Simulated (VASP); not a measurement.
# SiC (P6_3mc) in VASP: single point with r2SCAN

Aim: the single point of SiC with r2SCAN.

All numbers are computed with VASP 6.6.1; they aren't measurements. Logs are shortened: lines on timing, memory, paths and dates and some standing lists are left out, and cuts for length are marked.

## (1) The cell of the first run

It takes space group P6_3mc (No. 186, hexagonal). Conventional cell: a = 3.078 Å, b = 3.078 Å, c = 10.076 Å, α = 90.00°, β = 90.00°, γ = 120.00°. Si (site symmetry 3m) has 4 C at 1.88 to 1.89 Å within 2.5 Å. Within 2.5 Å of Si (site symmetry 3m) lie 4 C at 1.89 Å. C (site symmetry 3m) has 4 Si at 1.89 Å within 2.5 Å. C (site symmetry 3m) has 4 Si at 1.88 to 1.89 Å within 2.5 Å.

## (2) Single point, r2SCAN

POSCAR reads:

```
SiC
1.0
    9.2342040000      0.0000000000      0.0000000000
    0.0000000000     10.6627400000      0.0000000000
    0.0000000000      0.0000000000     10.0759470000
Si C
48 48
Direct
    0.0000000000      0.0000000000      0.4998400000
    0.3333330000      0.0000000000      0.4998400000
    0.1666670000      0.2500000000      0.4998400000
    0.0000000000      0.5000000000      0.4998400000
    0.6666670000      0.0000000000      0.4998400000
    0.5000000000      0.2500000000      0.4998400000
    0.3333330000      0.5000000000      0.4998400000
    0.1666670000      0.7500000000      0.4998400000
    0.8333330000      0.2500000000      0.4998400000
    0.6666670000      0.5000000000      0.4998400000
    0.5000000000      0.7500000000      0.4998400000
    0.8333330000      0.7500000000      0.4998400000
    0.0000000000      0.1666670000      0.2499120000
    0.3333330000      0.1666670000      0.2499120000
    0.1666670000      0.4166670000      0.2499120000
    0.0000000000      0.6666670000      0.2499120000
    0.6666670000      0.1666670000      0.2499120000
    0.5000000000      0.4166670000      0.2499120000
    0.3333330000      0.6666670000      0.2499120000
    0.1666670000      0.9166670000      0.2499120000
    0.8333330000      0.4166670000      0.2499120000
    0.6666670000      0.6666670000      0.2499120000
    0.5000000000      0.9166670000      0.2499120000
    0.8333330000      0.9166670000      0.2499120000
    0.1666670000      0.0833330000      0.7499120000
    0.0000000000      0.3333330000      0.7499120000
    0.5000000000      0.0833330000      0.7499120000
    0.3333330000      0.3333330000      0.7499120000
    0.1666670000      0.5833330000      0.7499120000
    0.0000000000      0.8333330000      0.7499120000
    0.8333330000      0.0833330000      0.7499120000
    0.6666670000      0.3333330000      0.7499120000
    0.5000000000      0.5833330000      0.7499120000
    0.3333330000      0.8333330000      0.7499120000
    0.8333330000      0.5833330000      0.7499120000
    0.6666670000      0.8333330000      0.7499120000
    0.0000000000      0.0000000000      0.9998400000
    0.3333330000      0.0000000000      0.9998400000
    0.1666670000      0.2500000000      0.9998400000
    0.0000000000      0.5000000000      0.9998400000
    0.6666670000      0.0000000000      0.9998400000
    0.5000000000      0.2500000000      0.9998400000
    0.3333330000      0.5000000000      0.9998400000
    0.1666670000      0.7500000000      0.9998400000
    0.8333330000      0.2500000000      0.9998400000
    0.6666670000      0.5000000000      0.9998400000
    0.5000000000      0.7500000000      0.9998400000
    0.8333330000      0.7500000000      0.9998400000
    0.0000000000      0.0000000000      0.1873030000
    0.3333330000      0.0000000000      0.1873030000
    0.1666670000      0.2500000000      0.1873030000
    0.0000000000      0.5000000000      0.1873030000
    0.6666670000      0.0000000000      0.1873030000
    0.5000000000      0.2500000000      0.1873030000
    0.3333330000      0.5000000000      0.1873030000
    0.1666670000      0.7500000000      0.1873030000
    0.8333330000      0.2500000000      0.1873030000
    0.6666670000      0.5000000000      0.1873030000
    0.5000000000      0.7500000000      0.1873030000
    0.8333330000      0.7500000000      0.1873030000
    0.0000000000      0.0000000000      0.6873030000
    0.3333330000      0.0000000000      0.6873030000
    0.1666670000      0.2500000000      0.6873030000
    0.0000000000      0.5000000000      0.6873030000
    0.6666670000      0.0000000000      0.6873030000
    0.5000000000      0.2500000000      0.6873030000
    0.3333330000      0.5000000000      0.6873030000
    0.1666670000      0.7500000000      0.6873030000
    0.8333330000      0.2500000000      0.6873030000
    0.6666670000      0.5000000000      0.6873030000
    0.5000000000      0.7500000000      0.6873030000
    0.8333330000      0.7500000000      0.6873030000
    0.0000000000      0.1666670000      0.4379450000
    0.3333330000      0.1666670000      0.4379450000
    0.1666670000      0.4166670000      0.4379450000
    0.0000000000      0.6666670000      0.4379450000
    0.6666670000      0.1666670000      0.4379450000
    0.5000000000      0.4166670000      0.4379450000
    0.3333330000      0.6666670000      0.4379450000
    0.1666670000      0.9166670000      0.4379450000
    0.8333330000      0.4166670000      0.4379450000
    0.6666670000      0.6666670000      0.4379450000
    0.5000000000      0.9166670000      0.4379450000
    0.8333330000      0.9166670000      0.4379450000
    0.1666670000      0.0833330000      0.9379450000
    0.0000000000      0.3333330000      0.9379450000
    0.5000000000      0.0833330000      0.9379450000
    0.3333330000      0.3333330000      0.9379450000
    0.1666670000      0.5833330000      0.9379450000
    0.0000000000      0.8333330000      0.9379450000
    0.8333330000      0.0833330000      0.9379450000
    0.6666670000      0.3333330000      0.9379450000
    0.5000000000      0.5833330000      0.9379450000
    0.3333330000      0.8333330000      0.9379450000
    0.8333330000      0.5833330000      0.9379450000
    0.6666670000      0.8333330000      0.9379450000
```

INCAR.step1 reads:

```
SYSTEM = SiC
  PREC = Accurate
  ENCUT = 520
  ISMEAR = -1
  SIGMA = 0.05
  LREAL = Auto
  LASPH = .True.
  NELM = 60
  NBANDS = 246
  ISYM = 0
  GGA = PE
  ALGO = Normal
  EDIFF = 1E-4
  LWAVE = .True.
  LCHARG = .False.
```

INCAR.step2 reads:

```
SYSTEM = SiC
  PREC = Accurate
  ENCUT = 520
  EDIFF = 1E-7
  ISMEAR = -1
  SIGMA = 0.05
  LREAL = Auto
  LASPH = .True.
  NELM = 60
  ALGO = Normal
  ISIF = 2
  LWAVE = .False.
  LCHARG = .False.
  METAGGA = R2SCAN
  LMIXTAU = .True.
  NBANDS = 246
  ISYM = 0
  ISTART = 1
```

KPOINTS reads:

```
Automatic mesh
0
Gamma
  1 1 1
  0.25 0.25 0.25
```

Potentials or basis: VASP PAW PBE potentials, release 64 (Si, C).

Command:

```console
$ cat potpaw_PBE.64/Si/POTCAR potpaw_PBE.64/C/POTCAR > POTCAR
$ cp INCAR.step1 INCAR
$ mpirun -np 1 vasp_std > vasp.out
$ cp INCAR.step2 INCAR
$ mpirun -np 1 vasp_std > vasp.out
```

OUTCAR:

```text
SYSTEM = SiC
   PREC = Accurate
   ENCUT = 520
   EDIFF = 1E-7
   ISMEAR = -1
   LREAL = Auto
   LASPH = .True.
   NELM = 60
   ISIF = 2
   METAGGA = R2SCAN
   ISYM = 0
   ISTART = 1

 ion  position               nearest neighbor table
   1  0.000  0.000  0.500-  80 1.88  84 1.88  73 1.88  61 1.89   2 3.08   5 3.08   3 3.08   8 3.08
                             9 3.08  12 3.08  20 3.08  24 3.08  13 3.08  25 3.08  31 3.08  30 3.08
   2  0.333  0.000  0.500-  80 1.88  83 1.88  74 1.88  62 1.89   3 3.08   8 3.08   1 3.08   6 3.08
                            11 3.08   5 3.08  20 3.08  23 3.08  14 3.08  25 3.08  27 3.08  34 3.08
   3  0.167  0.250  0.500-  74 1.88  73 1.88  75 1.88  63 1.89   2 3.08   7 3.08   6 3.08   1 3.08
                             4 3.08   9 3.08  14 3.08  13 3.08  15 3.08  28 3.08  26 3.08  25 3.08
   4  0.000  0.500  0.500-  75 1.88  81 1.88  76 1.88  64 1.89   7 3.08  10 3.08   8 3.08   9 3.08
                             3 3.08  12 3.08  15 3.08  21 3.08  16 3.08  29 3.08  35 3.08  26 3.08
   5  0.667  0.000  0.500-  84 1.88  83 1.88  77 1.88  65 1.89   9 3.08  12 3.08   1 3.08  11 3.08
                             6 3.08   2 3.08  24 3.08  23 3.08  17 3.08  31 3.08  27 3.08  36 3.08
   6  0.500  0.250  0.500-  74 1.88  77 1.88  78 1.88  66 1.89   3 3.08   9 3.08   5 3.08   7 3.08
                             2 3.08  10 3.08  14 3.08  17 3.08  18 3.08  28 3.08  32 3.08  27 3.08
   7  0.333  0.500  0.500-  75 1.88  78 1.88  79 1.88  67 1.89   3 3.08   8 3.08   4 3.08   6 3.08
                            11 3.08  10 3.08  15 3.08  18 3.08  19 3.08  29 3.08  33 3.08  28 3.08
   8  0.167  0.750  0.500-  79 1.88  76 1.88  80 1.88  68 1.89   2 3.08   7 3.08  11 3.08   1 3.08
                             4 3.08  12 3.08  19 3.08  16 3.08  20 3.08  34 3.08  30 3.08  29 3.08
   9  0.833  0.250  0.500-  77 1.88  73 1.88  81 1.88  69 1.89   5 3.08  10 3.08   6 3.08   4 3.08
[... 125 lines left out ...]
  95  0.833  0.583  0.938-  46 1.88  40 1.88  48 1.88  35 1.89
  96  0.667  0.833  0.938-  48 1.88  47 1.88  41 1.88  36 1.89

IMPORTANT INFORMATION: All symmetrisations will be switched off!
NOSYMM: (Re-)initialisation of all symmetry stuff for point group C_1.

----------------------------------------------------------------------------------------

                                     Primitive cell

  volume of cell :     992.0971

  direct lattice vectors                    reciprocal lattice vectors
     9.234204000  0.000000000  0.000000000     0.108293037  0.000000000  0.000000000
     0.000000000 10.662740000  0.000000000     0.000000000  0.093784524  0.000000000
     0.000000000  0.000000000 10.075947000     0.000000000  0.000000000  0.099246254

  length of vectors
     9.234204000 10.662740000 10.075947000     0.108293037  0.093784524  0.099246254

  position of ions in fractional coordinates (direct lattice)
     0.000000000  0.000000000  0.499840000
     0.333333000  0.000000000  0.499840000
     0.166667000  0.250000000  0.499840000
     0.000000000  0.500000000  0.499840000
     0.666667000  0.000000000  0.499840000
     0.500000000  0.250000000  0.499840000
[... 88 lines left out ...]
     0.833333000  0.583333000  0.937945000
     0.666667000  0.833333000  0.937945000

  ion indices of the primitive-cell ions
   primitive index   ion index
                 1           1
                 2           2
                 3           3
                 4           4
                 5           5
                 6           6
[... 88 lines left out ...]
                95          95
                96          96

[... 40 lines left out ...]
 SYSTEM =  SiC
   PREC   = accura    normal or accurate (medium, high low for compatibility)
   ISTART =      1    job   : 0-new  1-cont  2-samecut
   ICHARG =      0    charge: 1-file 2-atom 10-const
   ISPIN  =      1    spin polarized calculation?
   LNONCOLLINEAR =      F non collinear calculations
   LSORBIT =      F    spin-orbit coupling
   LASPH  =      T    aspherical Exc in radial PAW
   ENCUT  =  520.0 eV  38.22 Ry    6.18 a.u.  17.17 19.83 18.73*2*pi/ulx,y,z
   NELM   =     60;   NELMIN=  2; NELMDL=  0     # of ELM steps
   EDIFF  = 0.1E-06   stopping-criterion for ELM
   LREAL  =      T    real-space projection
   EDIFFG = 0.1E-05   stopping-criterion for IOM
   NSW    =      0    number of steps for IOM
   IBRION =     -1    ionic relax: 0-MD 1-quasi-New 2-CG
   NFREE  =      0    steps in history (QN), initial steepest desc. (CG)
   ISIF   =      2    stress and relaxation
   ISYM   =      0    0-nonsym 1-usesym 2-fastsym
   POTIM  = 0.5000    time-step for ionic-motion
   TEBEG  =    0.0;   TEEND  =   0.0 temperature during run
   PSTRESS=    0.0 pullay stress
   NELECT =     384.0000    total number of electrons
   NUPDOWN=      -1.0000    fix difference up-down
   EMIN   =  10.00;   EMAX   =-10.00  energy-range for DOS
   EFERMI =   0.00;   METHOD = LEGACY
   ISMEAR =    -1;   SIGMA  =   0.05  broadening in eV -4-tet -1-fermi 0-gaus
   EFERMI_NEDOS =   21; number of points for ismear=-14 and -15
   IALGO  =     38    algorithm
   IMIX   =      4    mixing-type and parameters
     AMIX     =   0.40;   BMIX     =  1.00
     AMIX_MAG =   1.60;   BMIX_MAG =  1.00
  volume/ion in A,a.u.               =      10.33        69.74
  Fermi-wavevector in a.u.,A,eV,Ry     =   1.193073  2.254582 19.366863  1.423424
  Thomas-Fermi vector in A             =   2.329097
   LORBIT       =      0    0 simple, 1 ext, 2 COOP (PROOUT), +10 PAW based schemes
   METAGGA = R2SCAN    functional components
   LHFCALC =     F    Hartree Fock is set to
   AEXX    =    0.0000 exact exchange contribution
   IVDW    =     0    specifies the selected vdW correction
   LEPSILON=     F    determine dielectric tensor
   LRPA    =     F    only Hartree local field effects (RPA)
 non-spin polarized calculation
  energy-cutoff  :      520.00
  volume of cell :      992.10
 maximum number of plane-waves:     26706
 NGX is ok and might be reduce to    70
   NGX = 35   NGY = 39   NGZ = 37

 number of electron     384.0000024 magnetization

 Free energy of the ion-electron system (eV)
  ---------------------------------------------------
  ext. energy  EPLUGINS =         0.00000000
  ---------------------------------------------------
  free energy    TOTEN  =      -927.81855598 eV

  energy without entropy =     -927.81855598  energy(sigma->0) =     -927.81855598

 E-fermi :   9.1556     XC(G=0): -11.9363

 val. band max:        7.9061327835   @ k =  -0.2500   0.2500  -0.2500
 cond. band min:      11.1308469153   @ k =  -0.2500   0.2500  -0.2500
 fundamental gap:      3.2247141318
 Fermi energy:         9.1556363390

 k-point     1 :       0.2500    0.2500    0.2500
  band No.  band energies     occupation
      1      -7.9614      2.00000
      2      -7.4080      2.00000
      3      -7.3386      2.00000
      4      -7.2265      2.00000
      5      -6.7957      2.00000
      6      -6.6932      2.00000
[... 817 lines left out ...]
    203      12.3332      0.00000
    204      12.3725      0.00000
 [bands above 204 left out]

------------------------ aborting loop because EDIFF is reached ----------------------------------------

  FORCE on cell =-STRESS in cart. coord.  units (eV):
  Direction    XX          YY          ZZ          XY          YZ          ZX
  --------------------------------------------------------------------------------------
  -------------------------------------------------------------------------------------
  Total       -2.3533391     -1.3469906     -0.9427824     -0.0000006      0.0000001      0.0000002
  in kB       -3.8005017     -2.1753092     -1.5225371     -0.0000009      0.0000002      0.0000004
  external PRESSURE =      -2.4994493 kB  Pullay stress =       0.0000000 kB

 VOLUME and BASIS-vectors are now :
 -----------------------------------------------------------------------------
  energy-cutoff  :      520.00
  volume of cell :      992.10
      direct lattice vectors                 reciprocal lattice vectors
     9.234204000  0.000000000  0.000000000     0.108293037  0.000000000  0.000000000
     0.000000000 10.662740000  0.000000000     0.000000000  0.093784524  0.000000000
     0.000000000  0.000000000 10.075947000     0.000000000  0.000000000  0.099246254

 POSITION                                       TOTAL-FORCE (eV/Angst)
 -----------------------------------------------------------------------------------
      0.00000      0.00000      5.03636         0.000000      0.001597      0.005966
      3.07806      0.00000      5.03636        -0.002228      0.001061      0.006837
      1.53904      2.66568      5.03636         0.002228      0.001061      0.006837
      0.00000      5.33137      5.03636        -0.000000      0.001598      0.005966
      6.15614      0.00000      5.03636         0.002228      0.001061      0.006837
      4.61710      2.66568      5.03636        -0.000000      0.001598      0.005966
[... 88 lines left out ...]
      7.69517      6.21993      9.45068        -0.000246      0.003046     -0.000359
      6.15614      8.88561      9.45068         0.000246      0.003046     -0.000359
 -----------------------------------------------------------------------------------
    total drift:                               -0.000000     -0.000000      0.018031

  FREE ENERGIE OF THE ION-ELECTRON SYSTEM (eV)
  ---------------------------------------------------
  free  energy   TOTEN  =      -927.8185559759 eV

  energy  without entropy=     -927.8185559759  energy(sigma->0) =     -927.81855598
```

Wall time 72 min (1 thread of AMD EPYC 9R14 (Zen 4), shared host); peak memory 1.3 GiB.

Results:

```
Free energy            : -927.8186 eV
Pressure               : -0.2 GPa
Largest force          : 0.010 eV/Å
Band gap on the k mesh : 3.22 eV
```

Forces on the atoms (eV/Å):
```
Si   0.000  0.002  0.006
Si  -0.002  0.001  0.007
Si   0.002  0.001  0.007
Si   0.000  0.002  0.006
Si   0.002  0.001  0.007
Si   0.000  0.002  0.006
Si  -0.002  0.001  0.007
Si   0.002  0.001  0.007
Si  -0.002  0.001  0.007
Si   0.002  0.001  0.007
Si   0.000  0.002  0.006
Si  -0.002  0.001  0.007
Si   0.000 -0.001  0.000
Si   0.003 -0.001  0.001
Si  -0.003 -0.001  0.001
Si   0.000 -0.001  0.000
Si  -0.003 -0.001  0.001
Si   0.000 -0.001  0.000
Si   0.003 -0.001  0.001
Si  -0.003 -0.001  0.001
Si   0.003 -0.001  0.001
Si  -0.003 -0.001  0.001
Si   0.000 -0.001  0.000
Si   0.003 -0.001  0.001
Si  -0.003  0.001  0.001
Si   0.000  0.001  0.000
Si   0.000  0.001  0.000
Si   0.003  0.001  0.001
Si  -0.003  0.001  0.001
Si   0.000  0.001  0.000
Si   0.003  0.001  0.001
Si  -0.003  0.001  0.001
Si   0.000  0.001  0.000
Si   0.003  0.001  0.001
Si   0.003  0.001  0.001
Si  -0.003  0.001  0.001
Si   0.000 -0.002  0.006
Si  -0.002 -0.001  0.007
Si   0.002 -0.001  0.007
Si   0.000 -0.002  0.006
Si   0.002 -0.001  0.007
Si   0.000 -0.002  0.006
Si  -0.002 -0.001  0.007
Si   0.002 -0.001  0.007
Si  -0.002 -0.001  0.007
Si   0.002 -0.001  0.007
Si   0.000 -0.002  0.006
Si  -0.002 -0.001  0.007
C    0.000  0.001 -0.010
C    0.002  0.001 -0.006
C   -0.002  0.001 -0.006
C    0.000  0.001 -0.010
C   -0.002  0.001 -0.006
C    0.000  0.001 -0.010
C    0.002  0.001 -0.006
C   -0.002  0.001 -0.006
C    0.002  0.001 -0.006
C   -0.002  0.001 -0.006
C    0.000  0.001 -0.010
C    0.002  0.001 -0.006
C    0.000 -0.001 -0.010
C    0.002 -0.001 -0.006
C   -0.002 -0.001 -0.006
C    0.000 -0.001 -0.010
C   -0.002 -0.001 -0.006
C    0.000 -0.001 -0.010
C    0.002 -0.001 -0.006
C   -0.002 -0.001 -0.006
C    0.002 -0.001 -0.006
C   -0.002 -0.001 -0.006
C    0.000 -0.001 -0.010
C    0.002 -0.001 -0.006
C    0.000  0.003  0.000
C    0.000 -0.003  0.000
C    0.000 -0.003  0.000
C    0.000  0.003  0.000
C    0.000 -0.003  0.000
C    0.000  0.003  0.000
C    0.000 -0.003  0.000
C    0.000 -0.003  0.000
C    0.000 -0.003  0.000
C    0.000 -0.003  0.000
C    0.000  0.003  0.000
C    0.000 -0.003  0.000
C    0.000  0.003  0.000
C    0.000 -0.003  0.000
C    0.000 -0.003  0.000
C    0.000  0.003  0.000
C    0.000  0.003  0.000
C    0.000 -0.003  0.000
C    0.000  0.003  0.000
C    0.000  0.003  0.000
C    0.000 -0.003  0.000
C    0.000  0.003  0.000
C    0.000  0.003  0.000
C    0.000  0.003  0.000
```

Levels at points of the mesh, in eV from the valence-band top:
```csv
k point,band 189,band 190,band 191,band 192,band 193,band 194,band 195,band 196
"(0.25, 0.25, 0.25)",-0.46,-0.41,-0.20,0.00,3.22,3.36,3.46,3.53
```

Caveat: the PAW data sets were made with another functional, which shifts forces and pressure a little; a shifted mesh leaves out Γ, where band edges can lie. A k mesh can miss the band edges.
